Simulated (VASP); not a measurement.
# Ga: single point with PBEsol

Ga:

```
Ga
1.0
     2.31287   -3.90249    0.00000
     2.31287    3.90249    0.00000
     0.00000    0.00000    4.64641
Ga
4
Direct
  0.84303 0.15697 0.08288
  0.65697 0.34303 0.58288
  0.15697 0.84303 0.91712
  0.34303 0.65697 0.41712
```

```yaml
Program: VASP 6.6.1
Task: single point
Functional: PBEsol
Potentials_or_basis: VASP PAW PBE potentials, release 64 (Ga_d)
Cutoff: 520 eV
k_mesh: 12 × 12 × 10
Occupations: gaussian, width 0.1 eV
Spin: no spin polarisation
Dipole_correction: no
Further_INCAR_settings: ALGO = Fast; EDIFF = 1e-06; NBANDS = 34
```

The pressure is -4.4 GPa and the largest force is 0.007 eV/Å. The band gap on the k mesh is zero (bands 26 and 27 overlap by 1.37 eV).

Forces in eV/Å, atoms in the order of the input:
```
Ga   0.000 -0.003 -0.007
Ga   0.000  0.003 -0.007
Ga   0.000  0.003  0.007
Ga   0.000 -0.003  0.007
```

Stress tensor (GPa, compression positive):
```
-4.39  0.00  0.00
 0.00 -4.42  0.00
 0.00  0.00 -4.48
```

Levels at points of the mesh, in eV from the Fermi level:
| k point | band 24 | band 25 | band 26 | band 27 | band 28 | band 29 |
| --- | --- | --- | --- | --- | --- | --- |
| (0.00, 0.00, 0.00) | -1.91 | -1.56 | -0.52 | 0.89 | 0.95 | 1.20 |
| (0.50, 0.00, 0.00) | -3.34 | -1.23 | -1.23 | 0.69 | 0.69 | 3.91 |
| (0.50, 0.50, 0.00) | -2.99 | -1.84 | -1.42 | 1.14 | 1.30 | 3.02 |
| (0.00, 0.00, 0.50) | -0.46 | 0.07 | 0.07 | 0.16 | 0.16 | 2.02 |
| (0.50, 0.00, 0.50) | -5.97 | -1.32 | -1.32 | 0.54 | 0.54 | 6.76 |
| (0.50, 0.50, 0.50) | -5.09 | -1.11 | -1.11 | -0.92 | -0.92 | 6.22 |

Wall time 5.4 min on 1 thread of Intel(R) Xeon(R) 6975P-C (Granite Rapids), on a shared host, peak memory 0.59 GiB.

Caveat: the cell stands under tension; the PAW data sets were made with another functional, which shifts forces and pressure a little.
